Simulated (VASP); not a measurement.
# BiMo (rocksalt type) (Fm-3m) in VASP: further runs

Aim: see how the results for BiMo (rocksalt type) move with the level of theory and the settings. Levels: PBE, PBEsol. Tasks: single point.

All numbers are computed with VASP 6.6.1; they aren't measurements. Logs are shortened: lines on timing, memory, paths and dates and some standing lists are left out, and cuts for length are marked.

## (1) The cell of the first run

Symmetry: Fm-3m, No. 225, cubic system. Conventional cell: a = 5.689 Å, b = 5.689 Å, c = 5.689 Å, α = 90.00°, β = 90.00°, γ = 90.00°. Mo (site symmetry m-3m) has 6 Bi at 2.84 Å within 3.7 Å. Within 3.7 Å of Bi (site symmetry m-3m) lie 6 Mo at 2.84 Å.

## (2) Single point, PBE

The input, INCAR:

```
SYSTEM = BiMo
ALGO = Normal
EDIFF = 1E-6
ENCUT = 520
GGA = PE
ISIF = 2
ISMEAR = -1
LASPH = .True.
LCHARG = .False.
LREAL = .False.
LWAVE = .False.
NBANDS = 22
NELM = 80
PREC = Accurate
SIGMA = 0.05
```

The input, KPOINTS:

```
k-points
0
Gamma
  12 12 12
  0 0 0
```

The input, POSCAR:

```
BiMo
1.0
    0.0000000000      2.8444813037      2.8444813037
    2.8444813037      0.0000000000      2.8444813037
    2.8444813037      2.8444813037      0.0000000000
Mo Bi
1 1
Direct
    0.0000000000      0.0000000000      0.0000000000
    0.5000000000      0.5000000000      0.5000000000
```

Potentials or basis: VASP PAW PBE potentials, release 64 (Mo_sv, Bi_d).

The run is started by

```
cat potpaw_PBE.64/Mo_sv/POTCAR potpaw_PBE.64/Bi_d/POTCAR > POTCAR
mpirun -np 1 vasp_std > vasp.out
```

OUTCAR:

```text
SYSTEM = BiMo
   EDIFF = 1E-6
   ENCUT = 520
   GGA = PE
   ISIF = 2
   ISMEAR = -1
   LASPH = .True.
   LREAL = .False.
   NELM = 80
   PREC = Accurate

 ion  position               nearest neighbor table
   1  0.000  0.000  0.000-   2 2.84   2 2.84   2 2.84   2 2.84   2 2.84   2 2.84
   2  0.500  0.500  0.500-   1 2.84   1 2.84   1 2.84   1 2.84   1 2.84   1 2.84

  LATTYP: Found a face centered cubic cell.
 ALAT       =     5.6889626074

  Lattice vectors:

 A1 = (   0.0000000000,   2.8444813037,   2.8444813037)
 A2 = (   2.8444813037,   0.0000000000,   2.8444813037)
 A3 = (   2.8444813037,   2.8444813037,   0.0000000000)

Analysis of symmetry for initial positions (statically):
=====================================================================
 Subroutine PRICEL returns:
 Original cell was already a primitive cell.

 Routine SETGRP: Setting up the symmetry group for a
 face centered cubic supercell.

 Subroutine GETGRP returns: Found 48 space group operations
 (whereof 48 operations were pure point group operations)
 out of a pool of 48 trial point group operations.

The static configuration has the point symmetry O_h .

Analysis of symmetry for dynamics (positions and initial velocities):
=====================================================================
 Subroutine PRICEL returns:
 Original cell was already a primitive cell.

 Routine SETGRP: Setting up the symmetry group for a
 face centered cubic supercell.

 Subroutine GETGRP returns: Found 48 space group operations
 (whereof 48 operations were pure point group operations)
 out of a pool of 48 trial point group operations.

The dynamic configuration has the point symmetry O_h .

 Subroutine INISYM returns: Found 48 space group operations
 (whereof 48 operations are pure point group operations),
 and found     1 'primitive' translations

----------------------------------------------------------------------------------------

                                     Primitive cell

  volume of cell :      46.0298

  direct lattice vectors                    reciprocal lattice vectors
     0.000000000  2.844481304  2.844481304    -0.175778972  0.175778972  0.175778972
     2.844481304  0.000000000  2.844481304     0.175778972 -0.175778972  0.175778972
     2.844481304  2.844481304  0.000000000     0.175778972  0.175778972 -0.175778972

  length of vectors
     4.022704038  4.022704038  4.022704038     0.304458111  0.304458111  0.304458111

[... 76 lines left out ...]
   LSORBIT =      F    spin-orbit coupling
   LASPH  =      T    aspherical Exc in radial PAW
   ENCUT  =  520.0 eV  38.22 Ry    6.18 a.u.   7.48  7.48  7.48*2*pi/ulx,y,z
   NELM   =     80;   NELMIN=  2; NELMDL= -5     # of ELM steps
   EDIFF  = 0.1E-05   stopping-criterion for ELM
   LREAL  =      F    real-space projection
   EDIFFG = 0.1E-04   stopping-criterion for IOM
   NSW    =      0    number of steps for IOM
   IBRION =     -1    ionic relax: 0-MD 1-quasi-New 2-CG
   NFREE  =      0    steps in history (QN), initial steepest desc. (CG)
   ISIF   =      2    stress and relaxation
   ISYM   =      2    0-nonsym 1-usesym 2-fastsym
   POTIM  = 0.5000    time-step for ionic-motion
   TEBEG  =    0.0;   TEEND  =   0.0 temperature during run
   PSTRESS=    0.0 pullay stress
   NELECT =      29.0000    total number of electrons
   NUPDOWN=      -1.0000    fix difference up-down
   EMIN   =  10.00;   EMAX   =-10.00  energy-range for DOS
   EFERMI =   0.00;   METHOD = LEGACY
   ISMEAR =    -1;   SIGMA  =   0.05  broadening in eV -4-tet -1-fermi 0-gaus
   EFERMI_NEDOS =   21; number of points for ismear=-14 and -15
   IALGO  =     38    algorithm
   IMIX   =      4    mixing-type and parameters
     AMIX     =   0.40;   BMIX     =  1.00
     AMIX_MAG =   1.60;   BMIX_MAG =  1.00
  volume/ion in A,a.u.               =      23.01       155.31
  Fermi-wavevector in a.u.,A,eV,Ry     =   1.403442  2.652120 26.798701  1.969649
  Thomas-Fermi vector in A             =   2.526103
   LORBIT       =      0    0 simple, 1 ext, 2 COOP (PROOUT), +10 PAW based schemes
   GGA     = PE    functional components
   LHFCALC =     F    Hartree Fock is set to
   AEXX    =    0.0000 exact exchange contribution
   IVDW    =     0    specifies the selected vdW correction
   LEPSILON=     F    determine dielectric tensor
   LRPA    =     F    only Hartree local field effects (RPA)
 non-spin polarized calculation
  energy-cutoff  :      520.00
  volume of cell :       46.03
 maximum number of plane-waves:      1258
 NGX is ok and might be reduce to    30
   NGX = 15   NGY = 15   NGZ = 15

 number of electron      28.9999990 magnetization

 Free energy of the ion-electron system (eV)
  ---------------------------------------------------
  ext. energy  EPLUGINS =         0.00000000
  ---------------------------------------------------
  free energy    TOTEN  =       -12.34482768 eV

  energy without entropy =      -12.30618816  energy(sigma->0) =      -12.32550792

 E-fermi :   9.6090     XC(G=0): -11.4255

 val. band max:        9.6086049255   @ k =   0.4167   0.3333   0.0833
 cond. band min:       9.6112362870   @ k =  -0.3333   0.3333   0.1667
 fundamental gap:      0.0026313615
 Fermi energy:         9.6090106526

 k-point     1 :       0.0000    0.0000    0.0000
  band No.  band energies     occupation
      1     -51.2444      2.00000
      2     -25.3741      2.00000
      3     -25.3741      2.00000
      4     -25.3741      2.00000
      5     -13.2673      2.00000
      6     -13.2673      2.00000
[... 589 lines left out ...]
     21      18.3179      0.00000
     22      20.9959      0.00000

 [... further k-points ...]

------------------------ aborting loop because EDIFF is reached ----------------------------------------

  FORCE on cell =-STRESS in cart. coord.  units (eV):
  Direction    XX          YY          ZZ          XY          YZ          ZX
  --------------------------------------------------------------------------------------
  -------------------------------------------------------------------------------------
  Total        0.0256222      0.0256222      0.0256222     -0.0000000      0.0000000     -0.0000000
  in kB        0.8918426      0.8918426      0.8918426     -0.0000000      0.0000000     -0.0000000
  external PRESSURE =       0.8918426 kB  Pullay stress =       0.0000000 kB

 VOLUME and BASIS-vectors are now :
 -----------------------------------------------------------------------------
  energy-cutoff  :      520.00
  volume of cell :       46.03
      direct lattice vectors                 reciprocal lattice vectors
     0.000000000  2.844481304  2.844481304    -0.175778972  0.175778972  0.175778972
     2.844481304  0.000000000  2.844481304     0.175778972 -0.175778972  0.175778972
     2.844481304  2.844481304  0.000000000     0.175778972  0.175778972 -0.175778972

 POSITION                                       TOTAL-FORCE (eV/Angst)
 -----------------------------------------------------------------------------------
      0.00000      0.00000      0.00000        -0.000000      0.000000     -0.000000
      2.84448      2.84448      2.84448         0.000000     -0.000000      0.000000
 -----------------------------------------------------------------------------------
    total drift:                                0.000000      0.000000      0.000000

  FREE ENERGIE OF THE ION-ELECTRON SYSTEM (eV)
  ---------------------------------------------------
  free  energy   TOTEN  =       -12.3448276814 eV

  energy  without entropy=      -12.3061881638  energy(sigma->0) =      -12.32550792
```

OSZICAR:

```text
N       E                     dE             d eps       ncg     rms          rms(c)
DAV:   1     0.300715515747E+03    0.30072E+03   -0.14999E+04  3176   0.155E+03
DAV:   2     0.562002721550E+01   -0.29510E+03   -0.28490E+03  3270   0.455E+02
DAV:   3    -0.122376383249E+02   -0.17858E+02   -0.17285E+02  3812   0.112E+02
DAV:   4    -0.126904101822E+02   -0.45277E+00   -0.45155E+00  3686   0.182E+01
DAV:   5    -0.127050695936E+02   -0.14659E-01   -0.14658E-01  4234   0.327E+00    0.808E+00
DAV:   6    -0.123861997189E+02    0.31887E+00   -0.15177E+00  3366   0.785E+00    0.223E+00
DAV:   7    -0.123489905720E+02    0.37209E-01   -0.15238E-01  3898   0.360E+00    0.175E+00
DAV:   8    -0.123448981779E+02    0.40924E-02   -0.22437E-02  4018   0.150E+00    0.307E-01
DAV:   9    -0.123448350871E+02    0.63091E-04   -0.10705E-03  3846   0.353E-01    0.523E-02
DAV:  10    -0.123448281345E+02    0.69526E-05   -0.20642E-04  4168   0.159E-01    0.158E-02
DAV:  11    -0.123448276814E+02    0.45305E-06   -0.79026E-06  3668   0.267E-02
   1 F= -.12344828E+02 E0= -.12325508E+02  d E =-.386395E-01
```

Wall time 31 s (1 thread of Intel Xeon 6975P-C (Granite Rapids), shared host); peak memory 0.21 GiB.

Results:

| Quantity | Value |
| --- | --- |
| Free energy | -12.3448 eV |
| Pressure | 0.1 GPa |
| Band gap on the k mesh | zero (an odd number of electrons rules out a gap without spin polarisation) |

Levels at points of the mesh, in eV from the Fermi level:
| k point | band 11 | band 12 | band 13 | band 14 | band 15 | band 16 | band 17 | band 18 | band 19 | band 20 |
| --- | --- | --- | --- | --- | --- | --- | --- | --- | --- | --- |
| (0.00, 0.00, 0.00) | -1.07 | -1.07 | -1.07 | -0.58 | -0.58 | 1.44 | 1.44 | 1.44 | 4.36 | 6.69 |
| (0.50, 0.00, 0.00) | -5.82 | -3.23 | -3.23 | -0.08 | -0.08 | 0.51 | 3.69 | 6.04 | 6.04 | 6.62 |
| (0.50, 0.50, 0.00) | -4.22 | -2.18 | -1.11 | -1.11 | -0.07 | 0.41 | 0.41 | 1.42 | 3.01 | 8.46 |

Caveat: spin-orbit coupling is left out, which moves the levels of the heavy elements.

## (3) Single point, PBEsol

The input, INCAR:

```
SYSTEM = BiMo
PREC = Accurate ; ENCUT = 520
EDIFF = 1E-7 ; ISMEAR = -1
SIGMA = 0.05 ; LREAL = .FALSE.
LASPH = .TRUE. ; NELM = 80
ALGO = Normal ; ISIF = 2
LWAVE = .FALSE. ; LCHARG = .TRUE.
GGA = PS ; LELF = .TRUE.
LVHAR = .TRUE. ; NBANDS = 22
```

The input, KPOINTS:

```
regular mesh
0
G
  12 12 12
  0 0 0
```

POSCAR is that of step 2.

Potentials or basis: VASP PAW PBE potentials, release 64 (Mo_sv, Bi_d).

The run is started by

```
cat potpaw_PBE.64/Mo_sv/POTCAR potpaw_PBE.64/Bi_d/POTCAR > POTCAR
mpirun -np 1 vasp_std > vasp.out
```

OUTCAR:

```text
SYSTEM = BiMo
   PREC = Accurate
   ENCUT = 520
   EDIFF = 1E-7
   ISMEAR = -1
   LREAL = .FALSE.
   LASPH = .TRUE.
   NELM = 80
   ISIF = 2
   GGA = PS

 ion  position               nearest neighbor table
   1  0.000  0.000  0.000-   2 2.84   2 2.84   2 2.84   2 2.84   2 2.84   2 2.84
   2  0.500  0.500  0.500-   1 2.84   1 2.84   1 2.84   1 2.84   1 2.84   1 2.84

  LATTYP: Found a face centered cubic cell.
 ALAT       =     5.6889626074

  Lattice vectors:

 A1 = (   0.0000000000,   2.8444813037,   2.8444813037)
 A2 = (   2.8444813037,   0.0000000000,   2.8444813037)
 A3 = (   2.8444813037,   2.8444813037,   0.0000000000)

Analysis of symmetry for initial positions (statically):
=====================================================================
 Subroutine PRICEL returns:
 Original cell was already a primitive cell.

 Routine SETGRP: Setting up the symmetry group for a
 face centered cubic supercell.

 Subroutine GETGRP returns: Found 48 space group operations
 (whereof 48 operations were pure point group operations)
 out of a pool of 48 trial point group operations.

The static configuration has the point symmetry O_h .

Analysis of symmetry for dynamics (positions and initial velocities):
=====================================================================
 Subroutine PRICEL returns:
 Original cell was already a primitive cell.

 Routine SETGRP: Setting up the symmetry group for a
 face centered cubic supercell.

 Subroutine GETGRP returns: Found 48 space group operations
 (whereof 48 operations were pure point group operations)
 out of a pool of 48 trial point group operations.

The dynamic configuration has the point symmetry O_h .

 Subroutine INISYM returns: Found 48 space group operations
 (whereof 48 operations are pure point group operations),
 and found     1 'primitive' translations

[... 106 lines left out ...]
   NUPDOWN=      -1.0000    fix difference up-down
   EMIN   =  10.00;   EMAX   =-10.00  energy-range for DOS
   EFERMI =   0.00;   METHOD = LEGACY
   ISMEAR =    -1;   SIGMA  =   0.05  broadening in eV -4-tet -1-fermi 0-gaus
   EFERMI_NEDOS =   21; number of points for ismear=-14 and -15
   IALGO  =     38    algorithm
   IMIX   =      4    mixing-type and parameters
     AMIX     =   0.40;   BMIX     =  1.00
     AMIX_MAG =   1.60;   BMIX_MAG =  1.00
  volume/ion in A,a.u.               =      23.01       155.31
  Fermi-wavevector in a.u.,A,eV,Ry     =   1.403442  2.652120 26.798701  1.969649
  Thomas-Fermi vector in A             =   2.526103
   LORBIT       =      0    0 simple, 1 ext, 2 COOP (PROOUT), +10 PAW based schemes
   GGA     = PS    functional components
   LHFCALC =     F    Hartree Fock is set to
   AEXX    =    0.0000 exact exchange contribution
   IVDW    =     0    specifies the selected vdW correction
   LEPSILON=     F    determine dielectric tensor
   LRPA    =     F    only Hartree local field effects (RPA)
 non-spin polarized calculation
  energy-cutoff  :      520.00
  volume of cell :       46.03
 maximum number of plane-waves:      1258
 NGX is ok and might be reduce to    30
   NGX = 15   NGY = 15   NGZ = 15

 number of electron      28.9999990 magnetization

 Free energy of the ion-electron system (eV)
  ---------------------------------------------------
  ext. energy  EPLUGINS =         0.00000000
  ---------------------------------------------------
  free energy    TOTEN  =       -13.60887964 eV

  energy without entropy =      -13.57043944  energy(sigma->0) =      -13.58965954

 E-fermi :   9.4515     XC(G=0): -11.5761

 val. band max:        9.4508108599   @ k =   0.4167   0.3333   0.0833
 cond. band min:       9.4521743974   @ k =  -0.3333   0.3333   0.1667
 fundamental gap:      0.0013635375
 Fermi energy:         9.4514793706

 k-point     1 :       0.0000    0.0000    0.0000
  band No.  band energies     occupation
      1     -51.3319      2.00000
      2     -25.4795      2.00000
      3     -25.4795      2.00000
      4     -25.4795      2.00000
      5     -13.3403      2.00000
      6     -13.3403      2.00000
[... 589 lines left out ...]
     21      18.1483      0.00000
     22      20.8087      0.00000

 [... further k-points ...]

------------------------ aborting loop because EDIFF is reached ----------------------------------------

  FORCE on cell =-STRESS in cart. coord.  units (eV):
  Direction    XX          YY          ZZ          XY          YZ          ZX
  --------------------------------------------------------------------------------------
  -------------------------------------------------------------------------------------
  Total       -1.3078279     -1.3078279     -1.3078279      0.0000000      0.0000000      0.0000000
  in kB      -45.5220631    -45.5220631    -45.5220631      0.0000000      0.0000000      0.0000000
  external PRESSURE =     -45.5220631 kB  Pullay stress =       0.0000000 kB

 VOLUME and BASIS-vectors are now :
 -----------------------------------------------------------------------------
  energy-cutoff  :      520.00
  volume of cell :       46.03
      direct lattice vectors                 reciprocal lattice vectors
     0.000000000  2.844481304  2.844481304    -0.175778972  0.175778972  0.175778972
     2.844481304  0.000000000  2.844481304     0.175778972 -0.175778972  0.175778972
     2.844481304  2.844481304  0.000000000     0.175778972  0.175778972 -0.175778972

 POSITION                                       TOTAL-FORCE (eV/Angst)
 -----------------------------------------------------------------------------------
      0.00000      0.00000      0.00000        -0.000000      0.000000      0.000000
      2.84448      2.84448      2.84448         0.000000     -0.000000     -0.000000
 -----------------------------------------------------------------------------------
    total drift:                                0.000000      0.000000      0.000000

  FREE ENERGIE OF THE ION-ELECTRON SYSTEM (eV)
  ---------------------------------------------------
  free  energy   TOTEN  =       -13.6088796432 eV

  energy  without entropy=      -13.5704394366  energy(sigma->0) =      -13.58965954
```

It took 38 s on 1 thread of Intel Xeon 6975P-C (Granite Rapids), shared host; peak memory 0.21 GiB.

What came out:

```
Free energy            : -13.6089 eV
Pressure               : -4.6 GPa
Band gap on the k mesh : zero (an odd number of electrons rules out a gap without spin polarisation)
```

Caveat: the cell stands under tension; the PAW data sets were made with another functional, which shifts forces and pressure a little; spin-orbit coupling is left out, which moves the levels of the heavy elements.
